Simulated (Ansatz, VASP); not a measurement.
## Ir: VASP beside Ansatz

INCAR

```
ALGO = Normal
EDIFF = 1E-7
ENCUT = 520
GGA = PS
ISIF = 2
ISMEAR = 0
LASPH = True
LCHARG = False
LREAL = False
LWAVE = False
NBANDS = 10
NELM = 60
PREC = Accurate
SIGMA = 0.15
```

KPOINTS

```
k-points
0
Gamma
  22 22 22
```

File POSCAR:

```
Ir
1.0
    0.0000000000      2.0156850000      1.9676925000
    2.0156850000      0.0000000000      1.9676925000
    2.0156850000      2.0156850000      0.0000000000
Ir
1
Direct
    0.0000000000      0.0000000000      0.0000000000
```

Input for Ansatz:

```yaml
crystal:
  lattice:
    - [0.0, 2.015685, 1.9676925]
    - [2.015685, 0.0, 1.9676925]
    - [2.015685, 2.015685, 0.0]
  atoms:
    - { symbol: Ir, position: [0.0, 0.0, 0.0] }
basis:
  ecutwfc: 420
kpoints:
  mp_grid: { grid: [22, 22, 22] }
hamiltonian:
  xc: pbesol
scf:
  occupations: { method: gaussian, width: 0.15 }
output:
  forces: true
  stress: true
  eigenvalues: true
```

Change from the starting cell: strain +0.050 along x and y, +0.025 along z, atoms carried along.

Alike in both runs: task single point; functional PBEsol; k mesh 22 × 22 × 22; occupations gaussian, width 0.15 eV; no spin polarisation.

|  | VASP | Ansatz |
| --- | --- | --- |
| version | VASP 6.6.1 | Ansatz 0.2.0 |
| potentials or method | VASP PAW PBE potentials, release 64 (Ir), cutoff 520 eV | scalar-relativistic, plane waves, PAW |
| valence electrons in the cell | 9 | 17 |

Ansatz gave:

* gap on the k mesh at the Fermi level (eV): none
* pressure (GPa): -35.8
* traceless stress, the component that is largest in VASP (GPa): 4.15

Q: Estimate VASP's values.

A: gap on the k mesh at the Fermi level (eV): none; pressure (GPa): -35.4; traceless stress, the component that is largest in VASP (GPa): 4.13.

VASP's potentials were made for PBE, not for PBEsol. A gap of «none» marks a metal or a gap that the smearing closes. Both programs put the cell under strong tension, so it lies far from rest at this level. VASP's potentials hold 9 valence electrons a cell and Ansatz's 17, so a difference there can come from the potentials and not from the codes.

Neither program's run includes spin-orbit coupling. Noted on VASP's run: the cell as given lies far from equilibrium.
